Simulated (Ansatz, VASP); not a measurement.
# BAs: VASP beside Ansatz

```
B As
1.0
     0.00000    2.38051    2.38051
     2.38051    0.00000    2.38051
     2.38051    2.38051    0.00000
B As
1 1
Direct
  0.00000 0.00000 0.00000
  0.75000 0.75000 0.75000
```

Change from the starting cell: volume scaled by 0.99.

Alike in both runs: task single point; functional LDA; k mesh 13 × 13 × 13; occupations fermi-dirac, width 0.05 eV; no spin polarisation.

```csv
,VASP,Ansatz
version,VASP 6.6.1,Ansatz 0.2.0
potentials or method,"VASP PAW LDA potentials, release 64 (B, As), cutoff 520 eV","all-electron LAPW, scalar-relativistic"
```

VASP gave:

| Item | Value |
| --- | --- |
| pressure (GPa) | -1.7 |

**Question.** Estimate Ansatz's values.

**Answer.** Pressure (GPa): -2.6.

LDA's correlation is that of Perdew and Zunger in VASP and of Perdew and Wang (1992) in Ansatz. Ansatz ran all-electron here, and VASP with PAW potentials.
